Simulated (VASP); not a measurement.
# Sb (I4_1/amd) in VASP: a series of runs

Runs on Sb. Level: PBE. Tasks: single point.

Program: VASP 6.6.1. These are calculated values, not measurements. Logs are shortened: lines on timing, memory, paths and dates and some standing lists are left out, and cuts for length are marked.

### 1 The cell of the first run

The structure is tetragonal, space group I4_1/amd (No. 141). The conventional cell has a = 5.755 Å, b = 5.755 Å, c = 3.029 Å, α = 90.00°, β = 90.00°, γ = 90.00°. Within 3.9 Å of Sb (site symmetry -4m2) lie 10 Sb at 2.98 to 3.67 Å.

### 2 Single point, PBE (volume scaled by 0.85)

File INCAR:

```
PREC = Accurate
ENCUT = 520
EDIFF = 1E-6
ISMEAR = -1
SIGMA = 0.08
LREAL = False
LASPH = True
NELM = 80
ALGO = Normal
ISIF = 2
LWAVE = False
LCHARG = False
GGA = PE
NBANDS = 12
```

File KPOINTS:

```
regular mesh
0
Gamma
  15 15 15
```

File POSCAR:

```
Sb
1.0
   -2.8775956491      2.8775956491      1.5147203958
    2.8775956491     -2.8775956491      1.5147203958
    2.8775956491      2.8775956491     -1.5147203958
Sb
2
Direct
   -0.3750000000     -0.1250000000     -0.2500000000
    0.3750000000      0.1250000000      0.2500000000
```

Potentials or basis: VASP PAW PBE potentials, release 64 (Sb).

Launch:

```console
cat potpaw_PBE.64/Sb/POTCAR > POTCAR
mpirun -np 1 vasp_std > vasp.out
```

OUTCAR:

```text
PREC = Accurate
   ENCUT = 520
   EDIFF = 1E-6
   ISMEAR = -1
   LREAL = False
   LASPH = True
   NELM = 80
   ISIF = 2
   GGA = PE

 ion  position               nearest neighbor table
   1  0.625  0.875  0.750-   2 2.98   2 2.98   2 2.98   2 2.98   2 3.67   2 3.67   2 3.67   2 3.67

   2  0.375  0.125  0.250-   1 2.98   1 2.98   1 2.98   1 2.98   1 3.67   1 3.67   1 3.67   1 3.67

  LATTYP: Found a body centered tetragonal cell.
 ALAT       =     5.7551912982
 C/A-ratio  =     0.5263840305

  Lattice vectors:

 A1 = (  -2.8775956491,   2.8775956491,   1.5147203958)
 A2 = (   2.8775956491,  -2.8775956491,   1.5147203958)
 A3 = (   2.8775956491,   2.8775956491,  -1.5147203958)

Analysis of symmetry for initial positions (statically):
=====================================================================
 Subroutine PRICEL returns:
 Original cell was already a primitive cell.

 Routine SETGRP: Setting up the symmetry group for a
 body centered tetragonal supercell.

 Subroutine GETGRP returns: Found 16 space group operations
 (whereof  4 operations were pure point group operations)
 out of a pool of 16 trial point group operations.

The static configuration has the point symmetry C_2h.
 The point group associated with its full space group is D_4h.

Analysis of symmetry for dynamics (positions and initial velocities):
=====================================================================
 Subroutine PRICEL returns:
 Original cell was already a primitive cell.

 Routine SETGRP: Setting up the symmetry group for a
 body centered tetragonal supercell.

 Subroutine GETGRP returns: Found 16 space group operations
 (whereof  4 operations were pure point group operations)
 out of a pool of 16 trial point group operations.

The dynamic configuration has the point symmetry C_2h.
 The point group associated with its full space group is D_4h.

 Subroutine INISYM returns: Found 16 space group operations
 (whereof  4 operations are pure point group operations),
 and found     1 'primitive' translations

----------------------------------------------------------------------------------------

                                     Primitive cell

  volume of cell :      50.1709

  direct lattice vectors                    reciprocal lattice vectors
    -2.877595649  2.877595649  1.514720396     0.000000000  0.173756170  0.330093925
     2.877595649 -2.877595649  1.514720396     0.173756170  0.000000000  0.330093925
     2.877595649  2.877595649 -1.514720396     0.173756170  0.173756170  0.000000000

  length of vectors
     4.342291022  4.342291022  4.342291022     0.373032446  0.373032446  0.245728333

[... 87 lines left out ...]
   ISYM   =      2    0-nonsym 1-usesym 2-fastsym
   POTIM  = 0.5000    time-step for ionic-motion
   TEBEG  =    0.0;   TEEND  =   0.0 temperature during run
   PSTRESS=    0.0 pullay stress
   NELECT =      10.0000    total number of electrons
   NUPDOWN=      -1.0000    fix difference up-down
   EMIN   =  10.00;   EMAX   =-10.00  energy-range for DOS
   EFERMI =   0.00;   METHOD = LEGACY
   ISMEAR =    -1;   SIGMA  =   0.08  broadening in eV -4-tet -1-fermi 0-gaus
   EFERMI_NEDOS =   21; number of points for ismear=-14 and -15
   IALGO  =     38    algorithm
   IMIX   =      4    mixing-type and parameters
     AMIX     =   0.40;   BMIX     =  1.00
     AMIX_MAG =   1.60;   BMIX_MAG =  1.00
  volume/ion in A,a.u.               =      25.09       169.29
  Fermi-wavevector in a.u.,A,eV,Ry     =   0.956293  1.807131 12.442469  0.914496
  Thomas-Fermi vector in A             =   2.085208
   LORBIT       =      0    0 simple, 1 ext, 2 COOP (PROOUT), +10 PAW based schemes
   GGA     = PE    functional components
   LHFCALC =     F    Hartree Fock is set to
   AEXX    =    0.0000 exact exchange contribution
   IVDW    =     0    specifies the selected vdW correction
   LEPSILON=     F    determine dielectric tensor
   LRPA    =     F    only Hartree local field effects (RPA)
 non-spin polarized calculation
  energy-cutoff  :      520.00
  volume of cell :       50.17
 maximum number of plane-waves:      1378
   NGX = 17   NGY = 17   NGZ = 17

 number of electron      10.0000000 magnetization

 number of electron       9.9999999 magnetization

 Free energy of the ion-electron system (eV)
  ---------------------------------------------------
  ext. energy  EPLUGINS =         0.00000000
  ---------------------------------------------------
  free energy    TOTEN  =        -7.74232663 eV

  energy without entropy =       -7.72480718  energy(sigma->0) =       -7.73356691

 E-fermi :   9.6039     XC(G=0): -10.4459

 val. band max:        9.6003656824   @ k =   0.4667   0.1333  -0.0000
 cond. band min:       9.6209976490   @ k =   0.4000   0.3333   0.1333
 fundamental gap:      0.0206319667
 Fermi energy:         9.6039264948

 k-point     1 :       0.0000    0.0000    0.0000
  band No.  band energies     occupation
      1      -4.2187      2.00000
      2       2.6384      2.00000
      3       5.4480      2.00000
      4       5.4480      2.00000
      5      11.1714      0.00000
      6      13.5747      0.00000
      7      13.5747      0.00000
      8      14.8365      0.00000
      9      15.0151      0.00000
     10      17.3736      0.00000
     11      18.1623      0.00000
     12      19.4073      0.00000
[... 331 lines left out ...]
 k-point    24 :       0.2000    0.1333   -0.0000
  band No.  band energies     occupation
      1      -2.1483      2.00000
      2       3.0112      2.00000
      3       6.4733      2.00000
      4       7.2463      2.00000
      5       7.4963      2.00000
      6       8.2212      2.00000
      7      11.7390      0.00000
      8      11.9098      0.00000
      9      13.9277      0.00000
     10      15.0801      0.00000
     11      15.8684      0.00000
     12      20.3418      0.00000

 [... further k-points ...]
[... 5 lines left out ...]
  --------------------------------------------------------------------------------------
  -------------------------------------------------------------------------------------
  Total        4.1699952      4.1699952      4.1396513      0.0000000      0.0000000     -0.0000000
  in kB      133.1662395    133.1662395    132.1972254      0.0000000      0.0000000     -0.0000000
  external PRESSURE =     132.8432348 kB  Pullay stress =       0.0000000 kB

 VOLUME and BASIS-vectors are now :
 -----------------------------------------------------------------------------
  energy-cutoff  :      520.00
  volume of cell :       50.17
      direct lattice vectors                 reciprocal lattice vectors
    -2.877595649  2.877595649  1.514720396     0.000000000  0.173756170  0.330093925
     2.877595649 -2.877595649  1.514720396     0.173756170  0.000000000  0.330093925
     2.877595649  2.877595649 -1.514720396     0.173756170  0.173756170  0.000000000

 POSITION                                       TOTAL-FORCE (eV/Angst)
 -----------------------------------------------------------------------------------
      2.87760      1.43880      1.13604        -0.000000     -0.000000      0.000000
      0.00000      1.43880      0.37868         0.000000      0.000000     -0.000000
 -----------------------------------------------------------------------------------
    total drift:                                0.000000     -0.000000      0.000000

  FREE ENERGIE OF THE ION-ELECTRON SYSTEM (eV)
  ---------------------------------------------------
  free  energy   TOTEN  =        -7.7423266292 eV

  energy  without entropy=       -7.7248071819  energy(sigma->0) =       -7.73356691
```

OSZICAR:

```text
N       E                     dE             d eps       ncg     rms          rms(c)
DAV:   1     0.326118619702E+02    0.32612E+02   -0.35538E+03  6912   0.663E+02
DAV:   2    -0.607436975394E+01   -0.38686E+02   -0.37288E+02  9184   0.108E+02
DAV:   3    -0.773353746527E+01   -0.16592E+01   -0.16353E+01  8708   0.243E+01
DAV:   4    -0.774634270259E+01   -0.12805E-01   -0.12800E-01  7852   0.257E+00
DAV:   5    -0.774647374820E+01   -0.13105E-03   -0.13105E-03  8348   0.286E-01    0.341E+00
DAV:   6    -0.774372725279E+01    0.27465E-02   -0.10585E-03  7888   0.239E-01    0.205E+00
DAV:   7    -0.774230285314E+01    0.14244E-02   -0.23332E-03  7576   0.356E-01    0.591E-02
DAV:   8    -0.774232607387E+01   -0.23221E-04   -0.46603E-05  8500   0.448E-02    0.138E-02
DAV:   9    -0.774232662920E+01   -0.55534E-06   -0.35306E-06  8232   0.132E-02
   1 F= -.77423266E+01 E0= -.77335669E+01  d E =-.175194E-01
```

stdout:

```text
POSCAR found type information on POSCAR Sb
 POSCAR found :  1 types and       2 ions
 scaLAPACK will be used
 LDA part: xc-table for (Slater+PW92), standard interpolation
 POSCAR, INCAR and KPOINTS ok, starting setup
 FFT: planning ... GRIDC
 FFT: planning ... GRID_SOFT
 FFT: planning ... GRID
 WAVECAR not read
 entering main loop
```

It took 60 s on 1 thread of Intel Xeon Platinum 8259CL at 2.50GHz (Skylake/Cascade Lake), shared host; peak memory 0.28 GiB.

What came out:

| Quantity | Value |
| --- | --- |
| Free energy | -7.7423 eV |
| Pressure | 13.3 GPa |
| Band gap on the k mesh | zero (band 5 reaches 13.48 eV, above the bottom of band 6 at 6.96 eV) |

Caveat: spin-orbit coupling is left out, which moves the levels of the heavy elements.

### 3 Single point, PBE (volume scaled by 0.95)

File INCAR:

```
  PREC = Accurate
  ENCUT = 520
  EDIFF = 1E-6
  ISMEAR = -1
  SIGMA = 0.08
  LREAL = F
  LASPH = T
  NELM = 100
  ALGO = Normal
  ISIF = 2
  LWAVE = F
  LCHARG = F
  GGA = PE
  NBANDS = 12
```

KPOINTS is that of step 2.

File POSCAR:

```
Sb
1.0
   -2.9871857361      2.9871857361      1.5709857131
    2.9871857361     -2.9871857361      1.5709857131
    2.9871857361      2.9871857361     -1.5709857131
Sb
2
Direct
   -0.3750000000     -0.1250000000     -0.2500000000
    0.3750000000      0.1250000000      0.2500000000
```

Potentials or basis: VASP PAW PBE potentials, release 64 (Sb).

Launch:

```console
cat potpaw_PBE.64/Sb/POTCAR > POTCAR
mpirun -np 1 vasp_std > vasp.out
```

OUTCAR:

```text
PREC = Accurate
   ENCUT = 520
   EDIFF = 1E-6
   ISMEAR = -1
   LREAL = F
   LASPH = T
   NELM = 100
   ISIF = 2
   GGA = PE

 ion  position               nearest neighbor table
   1  0.625  0.875  0.750-   2 3.09   2 3.09   2 3.09   2 3.09
   2  0.375  0.125  0.250-   1 3.09   1 3.09   1 3.09   1 3.09

  LATTYP: Found a body centered tetragonal cell.
 ALAT       =     5.9743714722
 C/A-ratio  =     0.5259082802

  Lattice vectors:

 A1 = (  -2.9871857361,   2.9871857361,   1.5709857131)
 A2 = (   2.9871857361,  -2.9871857361,   1.5709857131)
 A3 = (   2.9871857361,   2.9871857361,  -1.5709857131)

Analysis of symmetry for initial positions (statically):
=====================================================================
 Subroutine PRICEL returns:
 Original cell was already a primitive cell.

 Routine SETGRP: Setting up the symmetry group for a
 body centered tetragonal supercell.

 Subroutine GETGRP returns: Found 16 space group operations
 (whereof  4 operations were pure point group operations)
 out of a pool of 16 trial point group operations.

The static configuration has the point symmetry C_2h.
 The point group associated with its full space group is D_4h.

[... 166 lines left out ...]
 Fermi energy:         8.0206048188

 k-point     1 :       0.0000    0.0000    0.0000
  band No.  band energies     occupation
      1      -4.8042      2.00000
      2       0.9518      2.00000
      3       4.4086      2.00000
      4       4.4086      2.00000
      5      10.0517      0.00000
      6      11.6315      0.00000
      7      11.6315      0.00000
      8      12.6885      0.00000
      9      12.8219      0.00000
     10      15.5988      0.00000
     11      16.3187      0.00000
     12      17.3360      0.00000
[... 331 lines left out ...]
 k-point    24 :       0.2000    0.1333    0.0000
  band No.  band energies     occupation
      1      -2.9621      2.00000
      2       1.3979      2.00000
      3       5.2496      2.00000
      4       5.9131      2.00000
      5       6.1283      2.00000
      6       6.7849      2.00000
      7      10.2406      0.00000
      8      10.3113      0.00000
      9      12.5138      0.00000
     10      13.5178      0.00000
     11      14.1151      0.00000
     12      18.3512      0.00000

 [... further k-points ...]
[... 5 lines left out ...]
  --------------------------------------------------------------------------------------
  -------------------------------------------------------------------------------------
  Total        1.1170231      1.1170231      1.1143324      0.0000000      0.0000000      0.0000000
  in kB       31.9165583     31.9165583     31.8396785      0.0000000      0.0000000      0.0000000
  external PRESSURE =      31.8909317 kB  Pullay stress =       0.0000000 kB

 VOLUME and BASIS-vectors are now :
 -----------------------------------------------------------------------------
  energy-cutoff  :      520.00
  volume of cell :       56.07
      direct lattice vectors                 reciprocal lattice vectors
    -2.987185736  2.987185736  1.570985713     0.000000000  0.167381624  0.318271513
     2.987185736 -2.987185736  1.570985713     0.167381624  0.000000000  0.318271513
     2.987185736  2.987185736 -1.570985713     0.167381624  0.167381624  0.000000000

 POSITION                                       TOTAL-FORCE (eV/Angst)
 -----------------------------------------------------------------------------------
      2.98719      1.49359      1.17824        -0.000000     -0.000000      0.000000
     -0.00000      1.49359      0.39275         0.000000      0.000000     -0.000000
 -----------------------------------------------------------------------------------
    total drift:                               -0.000000     -0.000000      0.000000

  FREE ENERGIE OF THE ION-ELECTRON SYSTEM (eV)
  ---------------------------------------------------
  free  energy   TOTEN  =        -8.0277051396 eV

  energy  without entropy=       -8.0078582403  energy(sigma->0) =       -8.01778169
```

stdout:

```text
POSCAR found type information on POSCAR Sb
 POSCAR found :  1 types and       2 ions
 scaLAPACK will be used
 LDA part: xc-table for (Slater+PW92), standard interpolation
 POSCAR, INCAR and KPOINTS ok, starting setup
 FFT: planning ... GRIDC
 FFT: planning ... GRID_SOFT
 FFT: planning ... GRID
 WAVECAR not read
 entering main loop
```

Run time: 1.8 min. Hardware: 1 thread of Intel Xeon Platinum 8259CL at 2.50GHz (Skylake/Cascade Lake), shared host; peak memory 0.32 GiB.

Results:

```
Free energy            : -8.0277 eV
Pressure               : 3.2 GPa
Band gap on the k mesh : zero (band 5 reaches 11.63 eV, above the bottom of band 6 at 5.74 eV)
```

Caveat: spin-orbit coupling is left out, which moves the levels of the heavy elements.
